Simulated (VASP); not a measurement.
# CsCl (Pm-3m) in VASP: notebook

CsCl is run at these levels: LDA, PBEsol; tasks: single point.

Everything below comes from runs of VASP 6.6.1. Logs are shortened: lines on timing, memory, paths and dates and some standing lists are left out, and cuts for length are marked.

### Step 1. The cell of the first run

The structure is cubic, space group Pm-3m (No. 221). Conventional cell: a = 3.970 Å, b = 3.970 Å, c = 3.970 Å, α = 90.00°, β = 90.00°, γ = 90.00°. Within 4.5 Å of Cs (site symmetry m-3m) lie 8 Cl at 3.44 Å and 6 Cs at 3.97 Å. Cl (site symmetry m-3m) has 8 Cs at 3.44 Å and 6 Cl at 3.97 Å within 4.5 Å.

### Step 2. Single point, LDA

File INCAR:

```
SYSTEM = CsCl
PREC = Accurate
ENCUT = 500
EDIFF = 1E-6
ISMEAR = -1
SIGMA = 0.02
LREAL = .FALSE.
LASPH = .TRUE.
NELM = 120
ALGO = Normal
ISIF = 2
LWAVE = .FALSE.
LCHARG = .FALSE.
NBANDS = 15
GGA_COMPAT = .FALSE.
```

File KPOINTS:

```
Automatic mesh
0
G
  6 6 6
  0 0 0
```

File POSCAR:

```
CsCl
1.0
    3.9702726066      0.0000000000      0.0000000000
    0.0000000000      3.9702726066      0.0000000000
    0.0000000000      0.0000000000      3.9702726066
Cs Cl
1 1
Direct
    0.0000000000      0.0000000000      0.0000000000
    0.5000000000      0.5000000000      0.5000000000
```

Potentials or basis: VASP PAW LDA potentials, release 64 (Cs_sv, Cl).

Command:

```
$ cat potpaw_LDA.64/Cs_sv/POTCAR potpaw_LDA.64/Cl/POTCAR > POTCAR
$ mpirun -np 1 vasp_std > vasp.out
```

OUTCAR:

```text
SYSTEM = CsCl
   PREC = Accurate
   ENCUT = 500
   EDIFF = 1E-6
   ISMEAR = -1
   LREAL = .FALSE.
   LASPH = .TRUE.
   NELM = 120
   ISIF = 2

 ion  position               nearest neighbor table
   1  0.000  0.000  0.000-
   2  0.500  0.500  0.500-

  LATTYP: Found a simple cubic cell.
 ALAT       =     3.9702726066

  Lattice vectors:

 A1 = (   3.9702726066,   0.0000000000,   0.0000000000)
 A2 = (   0.0000000000,   3.9702726066,   0.0000000000)
 A3 = (   0.0000000000,   0.0000000000,   3.9702726066)

Analysis of symmetry for initial positions (statically):
=====================================================================
 Subroutine PRICEL returns:
 Original cell was already a primitive cell.

 Routine SETGRP: Setting up the symmetry group for a
 simple cubic supercell.

 Subroutine GETGRP returns: Found 48 space group operations
 (whereof 48 operations were pure point group operations)
 out of a pool of 48 trial point group operations.

The static configuration has the point symmetry O_h .

Analysis of symmetry for dynamics (positions and initial velocities):
=====================================================================
 Subroutine PRICEL returns:
 Original cell was already a primitive cell.

 Routine SETGRP: Setting up the symmetry group for a
 simple cubic supercell.

 Subroutine GETGRP returns: Found 48 space group operations
 (whereof 48 operations were pure point group operations)
 out of a pool of 48 trial point group operations.

The dynamic configuration has the point symmetry O_h .

 Subroutine INISYM returns: Found 48 space group operations
 (whereof 48 operations are pure point group operations),
 and found     1 'primitive' translations

----------------------------------------------------------------------------------------

                                     Primitive cell

  volume of cell :      62.5837

  direct lattice vectors                    reciprocal lattice vectors
     3.970272607  0.000000000  0.000000000     0.251871874  0.000000000  0.000000000
     0.000000000  3.970272607  0.000000000     0.000000000  0.251871874  0.000000000
     0.000000000  0.000000000  3.970272607     0.000000000  0.000000000  0.251871874

  length of vectors
     3.970272607  3.970272607  3.970272607     0.251871874  0.251871874  0.251871874

  position of ions in fractional coordinates (direct lattice)
     0.000000000  0.000000000  0.000000000
     0.500000000  0.500000000  0.500000000

  ion indices of the primitive-cell ions
   primitive index   ion index
                 1           1
                 2           2

----------------------------------------------------------------------------------------

 KPOINTS: Automatic mesh

Automatic generation of k-mesh.
 Grid dimensions read from file:
 generate k-points for:    6    6    6

 Generating k-lattice:

  Cartesian coordinates                     Fractional coordinates (reciprocal lattice)
     0.041978646  0.000000000  0.000000000     0.166666667  0.000000000  0.000000000
     0.000000000  0.041978646  0.000000000     0.000000000  0.166666667  0.000000000
     0.000000000  0.000000000  0.041978646     0.000000000  0.000000000  0.166666667

  Length of vectors
     0.041978646  0.041978646  0.041978646

  Shift w.r.t. Gamma in fractional coordinates (k-lattice)
     0.000000000  0.000000000  0.000000000

 Subroutine IBZKPT returns following result:
 ===========================================

 Found     20 irreducible k-points:

 Following reciprocal coordinates:
            Coordinates               Weight
  0.000000  0.000000  0.000000      1.000000
  0.166667  0.000000  0.000000      6.000000
  0.333333  0.000000  0.000000      6.000000
  0.500000  0.000000  0.000000      3.000000
  0.166667  0.166667  0.000000     12.000000
  0.333333  0.166667  0.000000     24.000000
[... 12 lines left out ...]
  0.500000  0.500000  0.333333      6.000000
  0.500000  0.500000  0.500000      1.000000
   k-points           NKPTS =     20   k-points in BZ     NKDIM =     20   number of bands    NBANDS=     15
   number of dos      NEDOS =    301   number of ions     NIONS =      2
   total plane-waves  NPLWV =  27000
   dimension x,y,z NGX =    30 NGY =   30 NGZ =   30
   dimension x,y,z NGXF=    60 NGYF=   60 NGZF=   60
   ions per type =               1   1
   NGX,Y,Z   is equivalent  to a cutoff of  12.56, 12.56, 12.56 a.u.
   NGXF,Y,Z  is equivalent  to a cutoff of  25.12, 25.12, 25.12 a.u.
 SYSTEM =  CsCl
   PREC   = accura    normal or accurate (medium, high low for compatibility)
   ISTART =      0    job   : 0-new  1-cont  2-samecut
   ICHARG =      2    charge: 1-file 2-atom 10-const
   ISPIN  =      1    spin polarized calculation?
   LNONCOLLINEAR =      F non collinear calculations
   LSORBIT =      F    spin-orbit coupling
   LASPH  =      T    aspherical Exc in radial PAW
   ENCUT  =  500.0 eV  36.75 Ry    6.06 a.u.   7.24  7.24  7.24*2*pi/ulx,y,z
   NELM   =    120;   NELMIN=  2; NELMDL= -5     # of ELM steps
   EDIFF  = 0.1E-05   stopping-criterion for ELM
   LREAL  =      F    real-space projection
   EDIFFG = 0.1E-04   stopping-criterion for IOM
   NSW    =      0    number of steps for IOM
   IBRION =     -1    ionic relax: 0-MD 1-quasi-New 2-CG
   NFREE  =      0    steps in history (QN), initial steepest desc. (CG)
   ISIF   =      2    stress and relaxation
   ISYM   =      2    0-nonsym 1-usesym 2-fastsym
   POTIM  = 0.5000    time-step for ionic-motion
   TEBEG  =    0.0;   TEEND  =   0.0 temperature during run
   PSTRESS=    0.0 pullay stress
   NELECT =      16.0000    total number of electrons
   NUPDOWN=      -1.0000    fix difference up-down
   EMIN   =  10.00;   EMAX   =-10.00  energy-range for DOS
   EFERMI =   0.00;   METHOD = LEGACY
   ISMEAR =    -1;   SIGMA  =   0.02  broadening in eV -4-tet -1-fermi 0-gaus
   EFERMI_NEDOS =   21; number of points for ismear=-14 and -15
   IALGO  =     38    algorithm
   IMIX   =      4    mixing-type and parameters
     AMIX     =   0.40;   BMIX     =  1.00
     AMIX_MAG =   1.60;   BMIX_MAG =  1.00
  volume/ion in A,a.u.               =      31.29       211.17
  Fermi-wavevector in a.u.,A,eV,Ry     =   1.039029  1.963481 14.688606  1.079582
  Thomas-Fermi vector in A             =   2.173541
   LORBIT       =      0    0 simple, 1 ext, 2 COOP (PROOUT), +10 PAW based schemes
   GGA     = CA    functional components
   LHFCALC =     F    Hartree Fock is set to
   AEXX    =    0.0000 exact exchange contribution
   IVDW    =     0    specifies the selected vdW correction
   LEPSILON=     F    determine dielectric tensor
   LRPA    =     F    only Hartree local field effects (RPA)
 non-spin polarized calculation
  energy-cutoff  :      500.00
  volume of cell :       62.58
 maximum number of plane-waves:      1622
 NGX is ok and might be reduce to    30
   NGX = 15   NGY = 15   NGZ = 15

 number of electron      15.9999994 magnetization

 Free energy of the ion-electron system (eV)
  ---------------------------------------------------
  ext. energy  EPLUGINS =         0.00000000
  ---------------------------------------------------
  free energy    TOTEN  =        -7.30936321 eV

  energy without entropy =       -7.30936321  energy(sigma->0) =       -7.30936321

 E-fermi :   0.6010     XC(G=0):  -9.1167

 val. band max:        0.2069542993   @ k =   0.0000   0.0000   0.0000
 cond. band min:       5.1735115669   @ k =   0.0000   0.0000   0.0000
 fundamental gap:      4.9665572676
 Fermi energy:         0.6009694767

 k-point     1 :       0.0000    0.0000    0.0000
  band No.  band energies     occupation
      1     -19.0455      2.00000
      2     -12.0577      2.00000
      3      -5.4382      2.00000
      4      -5.4382      2.00000
      5      -5.4382      2.00000
      6       0.2070      2.00000
      7       0.2070      2.00000
      8       0.2070      2.00000
      9       5.1735      0.00000
     10       5.1735      0.00000
     11       5.6185      0.00000
     12      10.5156      0.00000
     13      10.5156      0.00000
     14      10.5156      0.00000
     15      13.6570      0.00000

 k-point     2 :       0.1667    0.0000    0.0000
  band No.  band energies     occupation
      1     -19.0121      2.00000
      2     -12.0831      2.00000
      3      -5.6299      2.00000
      4      -5.3836      2.00000
      5      -5.3836      2.00000
      6      -0.2511      2.00000
      7       0.1148      2.00000
      8       0.1148      2.00000
      9       5.3846      0.00000
     10       5.9326      0.00000
     11       6.3827      0.00000
     12      10.2763      0.00000
     13      10.2763      0.00000
     14      10.7056      0.00000
     15      11.9709      0.00000

 k-point     3 :       0.3333    0.0000    0.0000
  band No.  band energies     occupation
      1     -18.9433      2.00000
      2     -12.1414      2.00000
      3      -5.9519      2.00000
      4      -5.2683      2.00000
      5      -5.2683      2.00000
      6      -0.9896      2.00000
      7      -0.0794      2.00000
      8      -0.0794      2.00000
      9       5.9466      0.00000
     10       7.3820      0.00000
     11       8.2334      0.00000
     12      10.0340      0.00000
     13      10.0466      0.00000
     14      10.0466      0.00000
     15      11.1982      0.00000

 k-point     4 :       0.5000    0.0000    0.0000
  band No.  band energies     occupation
      1     -18.9080      2.00000
      2     -12.1744      2.00000
      3      -6.0871      2.00000
      4      -5.2073      2.00000
      5      -5.2073      2.00000
      6      -1.3067      2.00000
      7      -0.1818      2.00000
      8      -0.1818      2.00000
      9       6.3857      0.00000
     10       8.1177      0.00000
     11       9.1191      0.00000
     12       9.5352      0.00000
     13      10.0417      0.00000
     14      10.0417      0.00000
     15      11.5599      0.00000
[... 235 lines left out ...]
 k-point    18 :       0.5000    0.3333    0.3333
  band No.  band energies     occupation
      1     -18.7462      2.00000
      2     -11.9106      2.00000
      3      -6.2957      2.00000
      4      -6.0657      2.00000
      5      -5.9397      2.00000
      6      -1.0473      2.00000
      7      -0.8662      2.00000
      8      -0.5806      2.00000
      9       7.7113      0.00000
     10       8.2644      0.00000
     11       8.8738      0.00000
     12       9.3401      0.00000
     13      10.0756      0.00000
     14      11.4941      0.00000
     15      13.7587      0.00000

 k-point    19 :       0.5000    0.5000    0.3333
  band No.  band energies     occupation
      1     -18.7193      2.00000
      2     -11.8729      2.00000
      3      -6.2568      2.00000
      4      -6.2568      2.00000
      5      -5.9092      2.00000
      6      -1.0315      2.00000
      7      -1.0315      2.00000
      8      -1.0085      2.00000
      9       8.2451      0.00000
     10       8.7074      0.00000
     11       8.7074      0.00000
     12       9.1751      0.00000
     13      11.6313      0.00000
     14      11.6313      0.00000
     15      13.4572      0.00000

 k-point    20 :       0.5000    0.5000    0.5000
  band No.  band energies     occupation
      1     -18.6930      2.00000
      2     -11.8416      2.00000
      3      -6.1504      2.00000
      4      -6.1504      2.00000
      5      -6.1504      2.00000
      6      -1.2901      2.00000
      7      -1.2901      2.00000
      8      -1.2901      2.00000
      9       9.0350      0.00000
     10       9.0350      0.00000
     11       9.0350      0.00000
     12      11.1146      0.00000
     13      11.1146      0.00000
     14      11.1146      0.00000
     15      13.5337      0.00000

------------------------ aborting loop because EDIFF is reached ----------------------------------------

  FORCE on cell =-STRESS in cart. coord.  units (eV):
  Direction    XX          YY          ZZ          XY          YZ          ZX
  --------------------------------------------------------------------------------------
  -------------------------------------------------------------------------------------
  Total        0.0315930      0.0315930      0.0315930     -0.0000000      0.0000000     -0.0000000
  in kB        0.8087990      0.8087990      0.8087990     -0.0000000      0.0000000     -0.0000000
  external PRESSURE =       0.8087990 kB  Pullay stress =       0.0000000 kB

 VOLUME and BASIS-vectors are now :
 -----------------------------------------------------------------------------
  energy-cutoff  :      500.00
  volume of cell :       62.58
      direct lattice vectors                 reciprocal lattice vectors
     3.970272607  0.000000000  0.000000000     0.251871874  0.000000000  0.000000000
     0.000000000  3.970272607  0.000000000     0.000000000  0.251871874  0.000000000
     0.000000000  0.000000000  3.970272607     0.000000000  0.000000000  0.251871874

 POSITION                                       TOTAL-FORCE (eV/Angst)
 -----------------------------------------------------------------------------------
      0.00000      0.00000      0.00000         0.000000      0.000000      0.000000
      1.98514      1.98514      1.98514         0.000000      0.000000      0.000000
 -----------------------------------------------------------------------------------
    total drift:                                0.000000      0.000000     -0.000000

  FREE ENERGIE OF THE ION-ELECTRON SYSTEM (eV)
  ---------------------------------------------------
  free  energy   TOTEN  =        -7.3093632080 eV

  energy  without entropy=       -7.3093632080  energy(sigma->0) =       -7.30936321
```

Wall time 13 s (1 thread of Intel Xeon 8259CL, shared host); peak memory 0.15 GiB.

Results:

```
Free energy            : -7.3094 eV
Pressure               : 0.1 GPa
Band gap on the k mesh : 4.97 eV
```

Caveat: spin-orbit coupling is left out, which moves the levels of the heavy elements. A k mesh can miss the band edges.

### Step 3. Single point, PBEsol

This run uses another cell than the first one, of 33.74 Å³/atom.

File INCAR:

```
ALGO     = Normal         # electronic algorithm
EDIFF    = 1E-6           # SCF threshold, eV
ENCUT    = 500            # plane-wave cutoff, eV
GGA      = PS             # functional
GGA_COMPAT= False        
ISIF     = 2              # what is computed and relaxed
ISMEAR   = -1             # smearing method
LASPH    = True           # aspherical terms in the spheres
LCHARG   = False          # write CHGCAR
LREAL    = False          # projectors in reciprocal space
LWAVE    = False          # write WAVECAR
NBANDS   = 15             # bands
NELM     = 120            # most SCF steps
PREC     = Accurate       # precision mode
SIGMA    = 0.02           # smearing width, eV
```

File KPOINTS:

```
k-points
0
Gamma
  6 6 6
```

File POSCAR:

```
CsCl
1.0
    4.0711393147      0.0000000000      0.0000000000
    0.0000000000      4.0711393147      0.0000000000
    0.0000000000      0.0000000000      4.0711393147
Cs Cl
1 1
Direct
    0.0000000000      0.0000000000      0.0000000000
    0.5000000000      0.5000000000      0.5000000000
```

Potentials or basis: VASP PAW PBE potentials, release 64 (Cs_sv, Cl).

Command:

```
$ cat potpaw_PBE.64/Cs_sv/POTCAR potpaw_PBE.64/Cl/POTCAR > POTCAR
$ mpirun -np 1 vasp_std > vasp.out
```

Wall time 17 s (1 thread of Intel Xeon 8259CL, shared host); peak memory 0.17 GiB.

The run converged. Its results:

```
Free energy            : -6.8451 eV
Pressure               : 0.0 GPa
Band gap on the k mesh : 5.22 eV
```

Levels at points of the mesh, in eV from the valence-band top:
```csv
k point,band 6,band 7,band 8,band 9,band 10,band 11
"(0.00, 0.00, 0.00)",0.00,0.00,0.00,5.22,5.22,5.22
"(0.50, 0.00, 0.00)",-1.30,-0.28,-0.28,6.32,7.67,8.94
"(0.50, 0.50, 0.00)",-0.44,-0.44,-0.08,5.84,5.90,7.93
"(0.50, 0.50, 0.50)",-1.24,-1.24,-1.24,8.58,8.58,8.58
```

Caveat: the PAW data sets were made with another functional, which shifts forces and pressure a little; spin-orbit coupling is left out, which moves the levels of the heavy elements. A k mesh can miss the band edges.
